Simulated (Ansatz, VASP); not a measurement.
## SiGe3 in VASP and in Ansatz

```
CELL_PARAMETERS angstrom
2.82854 0.00000 0.00000
-1.41427 2.44959 0.00000
0.00000 0.00000 10.55596
ATOMIC_POSITIONS crystal
Si 0.00000 0.00000 0.00000
Ge 0.00000 0.00000 0.24353
Ge 0.00000 0.00000 0.50000
Ge 0.00000 0.00000 0.75647
```

Alike in both runs: functional PBE; k mesh 18 × 18 × 6; occupations gaussian, width 0.1 eV; no spin polarisation.

Ansatz relaxed the structure, and its values are those at the end. VASP's run is a single point on that final structure, the one shown.

```csv
,VASP,Ansatz
version,VASP 6.6.1,Ansatz 0.2.0
potentials or method,"VASP PAW PBE potentials, release 64 (Si, Ge_d), cutoff 520 eV","scalar-relativistic, plane waves, PAW"
valence electrons in the cell,46,46
```

Ansatz gave:

```
gap on the k mesh at the Fermi level (eV) : none
pressure (GPa)                            : 0.0
```

Q: Which values does VASP return?

A: gap on the k mesh at the Fermi level (eV): none; pressure (GPa): -0.1.

A gap of «none» marks a metal or a gap that the smearing closes. The functional is the same, so the differences come from potentials, cutoffs and numerics.
